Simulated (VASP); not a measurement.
# GaN (Cmc2_1) in VASP: further runs

GaN is run at these levels: PBE; tasks: single point.

All numbers are computed with VASP 6.6.1; they aren't measurements. Logs are shortened: lines on timing, memory, paths and dates and some standing lists are left out, and cuts for length are marked.

## 1. The cell of the first run

Symmetry: Cmc2_1, No. 36, orthorhombic system. The conventional cell has a = 3.132 Å, b = 5.508 Å, c = 5.166 Å, α = 90.00°, β = 90.00°, γ = 90.00°. Ga (site symmetry m) has 4 N at 1.93 to 1.95 Å within 2.6 Å. N (site symmetry m) has 4 Ga at 1.93 to 1.95 Å within 2.6 Å.

## 2. Single point, PBE (strain -0.0150 x Voigt [1, 0, 0, 0, 0, 0])

Input file INCAR:

```
PREC = Accurate ; ENCUT = 520
EDIFF = 1E-6 ; ISMEAR = 0
SIGMA = 0.05 ; LREAL = F
LASPH = T ; NELM = 80
ALGO = Normal ; ISIF = 2
LWAVE = F ; LCHARG = T
GGA = PE ; LELF = T
LVHAR = T ; NBANDS = 26
```

Input file KPOINTS:

```
Automatic mesh
0
Gamma
  12 12 6
```

Input file POSCAR:

```
GaN
1.0
    3.1322996656      0.0000000000      0.0000000000
   -1.5661498328      2.7539604900      0.0000000000
    0.0000000000      0.0000000000      5.1660000000
Ga N
2 2
Direct
    0.3333333333      0.6666666667      0.0000000000
    0.6666666667      0.3333333333      0.5000000000
    0.3333333333      0.6666666667      0.3750000000
    0.6666666667      0.3333333333      0.8750000000
```

Potentials or basis: VASP PAW PBE potentials, release 64 (Ga_d, N).

Run with:

```sh
cat potpaw_PBE.64/Ga_d/POTCAR potpaw_PBE.64/N/POTCAR > POTCAR
mpirun -np 1 vasp_std > vasp.out
```

OUTCAR:

```text
PREC = Accurate
   ENCUT = 520
   EDIFF = 1E-6
   ISMEAR = 0
   LREAL = F
   LASPH = T
   NELM = 80
   ISIF = 2
   GGA = PE

 ion  position               nearest neighbor table
   1  0.333  0.667  0.000-   4 1.93   4 1.93   3 1.94   4 1.95
   2  0.667  0.333  0.500-   3 1.93   3 1.93   4 1.94   3 1.95
   3  0.333  0.667  0.375-   2 1.93   2 1.93   1 1.94   2 1.95
   4  0.667  0.333  0.875-   1 1.93   1 1.93   2 1.94   1 1.95

  LATTYP: Found a base centered orthorhombic cell.
 ALAT       =     3.1322996656
 B/A-ratio  =     1.7584272158
 C/A-ratio  =     1.6492674876

  Lattice vectors:

 A1 = (   1.5661498328,  -2.7539604900,   0.0000000000)
 A2 = (   1.5661498328,   2.7539604900,   0.0000000000)
 A3 = (   0.0000000000,   0.0000000000,   5.1660000000)

Analysis of symmetry for initial positions (statically):
=====================================================================
 Subroutine PRICEL returns:
 Original cell was already a primitive cell.

 Routine SETGRP: Setting up the symmetry group for a
 base centered orthorhombic supercell.

 Subroutine GETGRP returns: Found  4 space group operations
 (whereof  2 operations were pure point group operations)
 out of a pool of  8 trial point group operations.

The static configuration has the point symmetry C_1h.
 The point group associated with its full space group is C_2v.

Analysis of symmetry for dynamics (positions and initial velocities):
=====================================================================
 Subroutine PRICEL returns:
 Original cell was already a primitive cell.

 Routine SETGRP: Setting up the symmetry group for a
 base centered orthorhombic supercell.

 Subroutine GETGRP returns: Found  4 space group operations
 (whereof  2 operations were pure point group operations)
 out of a pool of  8 trial point group operations.

The dynamic configuration has the point symmetry C_1h.
 The point group associated with its full space group is C_2v.

 Subroutine INISYM returns: Found  4 space group operations
 (whereof  2 operations are pure point group operations),
 and found     1 'primitive' translations

----------------------------------------------------------------------------------------

                                     Primitive cell

  volume of cell :      44.5631

[... 90 lines left out ...]
   ENCUT  =  520.0 eV  38.22 Ry    6.18 a.u.   5.82  5.89  9.61*2*pi/ulx,y,z
   NELM   =     80;   NELMIN=  2; NELMDL= -5     # of ELM steps
   EDIFF  = 0.1E-05   stopping-criterion for ELM
   LREAL  =      F    real-space projection
   EDIFFG = 0.1E-04   stopping-criterion for IOM
   NSW    =      0    number of steps for IOM
   IBRION =     -1    ionic relax: 0-MD 1-quasi-New 2-CG
   NFREE  =      0    steps in history (QN), initial steepest desc. (CG)
   ISIF   =      2    stress and relaxation
   ISYM   =      2    0-nonsym 1-usesym 2-fastsym
   POTIM  = 0.5000    time-step for ionic-motion
   TEBEG  =    0.0;   TEEND  =   0.0 temperature during run
   PSTRESS=    0.0 pullay stress
   NELECT =      36.0000    total number of electrons
   NUPDOWN=      -1.0000    fix difference up-down
   EMIN   =  10.00;   EMAX   =-10.00  energy-range for DOS
   EFERMI =   0.00;   METHOD = LEGACY
   ISMEAR =     0;   SIGMA  =   0.05  broadening in eV -4-tet -1-fermi 0-gaus
   EFERMI_NEDOS =   21; number of points for ismear=-14 and -15
   IALGO  =     38    algorithm
   IMIX   =      4    mixing-type and parameters
     AMIX     =   0.40;   BMIX     =  1.00
     AMIX_MAG =   1.60;   BMIX_MAG =  1.00
  volume/ion in A,a.u.               =      11.14        75.18
  Fermi-wavevector in a.u.,A,eV,Ry     =   1.524698  2.881262 31.629522  2.324704
  Thomas-Fermi vector in A             =   2.632969
   LORBIT       =      0    0 simple, 1 ext, 2 COOP (PROOUT), +10 PAW based schemes
   GGA     = PE    functional components
   LHFCALC =     F    Hartree Fock is set to
   AEXX    =    0.0000 exact exchange contribution
   IVDW    =     0    specifies the selected vdW correction
   LEPSILON=     F    determine dielectric tensor
   LRPA    =     F    only Hartree local field effects (RPA)
 non-spin polarized calculation
 Gauss-broadening in eV      SIGMA  =   0.05
  energy-cutoff  :      520.00
  volume of cell :       44.56
 maximum number of plane-waves:      1224
   NGX = 11   NGY = 11   NGZ = 19

 number of electron      36.0000018 magnetization

 Free energy of the ion-electron system (eV)
  ---------------------------------------------------
  ext. energy  EPLUGINS =         0.00000000
  ---------------------------------------------------
  free energy    TOTEN  =       -24.24298959 eV

  energy without entropy =      -24.24298959  energy(sigma->0) =      -24.24298959

 E-fermi :   5.9098     XC(G=0): -11.8044

 val. band max:        5.6424346068   @ k =   0.0000   0.0000   0.0000
 cond. band min:       7.6599181514   @ k =   0.0000   0.0000   0.0000
 fundamental gap:      2.0174835446
 Fermi energy:         5.9097597181

 k-point     1 :       0.0000    0.0000    0.0000
  band No.  band energies     occupation
      1     -10.6029      2.00000
      2      -9.6005      2.00000
      3      -7.8719      2.00000
      4      -7.8538      2.00000
      5      -7.8475      2.00000
      6      -7.7880      2.00000
[... 685 lines left out ...]
     25      18.3925      0.00000
     26      18.8995      0.00000

 [... further k-points ...]

------------------------ aborting loop because EDIFF is reached ----------------------------------------

  FORCE on cell =-STRESS in cart. coord.  units (eV):
  Direction    XX          YY          ZZ          XY          YZ          ZX
  --------------------------------------------------------------------------------------
  -------------------------------------------------------------------------------------
  Total        3.6926578      2.3267045      2.7598217      0.0000000      0.0000000      0.0000000
  in kB      132.7621380     83.6520137     99.2238789      0.0000000      0.0000000      0.0000000
  external PRESSURE =     105.2126768 kB  Pullay stress =       0.0000000 kB

 VOLUME and BASIS-vectors are now :
 -----------------------------------------------------------------------------
  energy-cutoff  :      520.00
  volume of cell :       44.56
      direct lattice vectors                 reciprocal lattice vectors
     3.132299666  0.000000000  0.000000000     0.319254256  0.181556708  0.000000000
    -1.566149833  2.753960490  0.000000000     0.000000000  0.363113416  0.000000000
     0.000000000  0.000000000  5.166000000     0.000000000  0.000000000  0.193573364

 POSITION                                       TOTAL-FORCE (eV/Angst)
 -----------------------------------------------------------------------------------
     -0.00000      1.83597      0.00000         0.000000      0.136239     -0.043117
      1.56615      0.91799      2.58300         0.000000     -0.136239     -0.043117
     -0.00000      1.83597      1.93725         0.000000      0.157013      0.043117
      1.56615      0.91799      4.52025        -0.000000     -0.157013      0.043117
 -----------------------------------------------------------------------------------
    total drift:                               -0.000001     -0.000001     -0.000620

  FREE ENERGIE OF THE ION-ELECTRON SYSTEM (eV)
  ---------------------------------------------------
  free  energy   TOTEN  =       -24.2429895906 eV

  energy  without entropy=      -24.2429895906  energy(sigma->0) =      -24.24298959
```

Wall time 58 s (1 thread of Intel Xeon 6975P-C (Granite Rapids), shared host); peak memory 0.28 GiB.

What came out:

* Free energy: -24.2430 eV
* Pressure: 10.5 GPa
* Largest force: 0.163 eV/Å
* Band gap on the k mesh: 2.02 eV

Forces in eV/Å, atoms in the order of the input:
```
Ga   0.000  0.136 -0.043
Ga   0.000 -0.136 -0.043
N    0.000  0.157  0.043
N    0.000 -0.157  0.043
```

Caveat: the cell differs from its parent crystal (strain -0.0150 x Voigt [1, 0, 0, 0, 0, 0]); the cell stands under pressure.

## 3. Single point, PBE (strain +0.0150 x Voigt [1, 0, 0, 0, 0, 0])

Input file INCAR:

```
  PREC = Accurate
  ENCUT = 520
  EDIFF = 1E-6
  ISMEAR = 0
  SIGMA = 0.05
  LREAL = F
  LASPH = T
  NELM = 60
  ALGO = Normal
  ISIF = 2
  LWAVE = F
  LCHARG = F
  GGA = PE
  NBANDS = 26
```

KPOINTS is that of step 2.

Changes to POSCAR since step 2:

```diff
@@ -2,4 +2,4 @@
 1.0
-    3.1322996656      0.0000000000      0.0000000000
-   -1.5661498328      2.7539604900      0.0000000000
+    3.2276996554      0.0000000000      0.0000000000
+   -1.6138498277      2.7539604900      0.0000000000
     0.0000000000      0.0000000000      5.1660000000
```

Potentials or basis: VASP PAW PBE potentials, release 64 (Ga_d, N).

Run with:

```sh
cat potpaw_PBE.64/Ga_d/POTCAR potpaw_PBE.64/N/POTCAR > POTCAR
mpirun -np 1 vasp_std > vasp.out
```

Wall time 58 s (1 thread of Intel Xeon 6975P-C (Granite Rapids), shared host); peak memory 0.28 GiB.

Results (log left out):

```yaml
Free_energy: -24.3006 eV
Pressure: 4.5 GPa
Largest_force: 0.250 eV/Å
Band_gap_on_the_k_mesh: 1.86 eV
```

Forces in eV/Å, atoms in the order of the input:
```
Ga   0.000 -0.113 -0.210
Ga   0.000  0.113 -0.210
N    0.000 -0.135  0.210
N    0.000  0.135  0.210
```

Stress tensor (GPa, compression positive):
```
0.69 0.00 0.00
0.00 5.08 0.00
0.00 0.00 7.77
```

Levels at points of the mesh, in eV from the valence-band top:
```tsv
k point	band 16	band 17	band 18	band 19	band 20	band 21
(0.00, 0.00, 0.00)	-0.07	-0.06	0.00	1.86	4.11	9.20
(0.50, 0.00, 0.00)	-2.73	-2.24	-0.95	5.05	5.56	6.04
(0.00, 0.50, 0.00)	-2.88	-2.25	-1.05	4.79	5.40	6.11
(0.00, 0.00, 0.50)	-0.61	-0.55	-0.55	4.15	4.15	8.48
(0.50, 0.00, 0.50)	-1.93	-1.89	-1.89	4.40	4.40	7.76
(0.00, 0.50, 0.50)	-2.04	-1.88	-1.88	4.31	4.31	7.71
```

Caveat: the cell differs from its parent crystal (strain +0.0150 x Voigt [1, 0, 0, 0, 0, 0]); the cell stands under pressure.
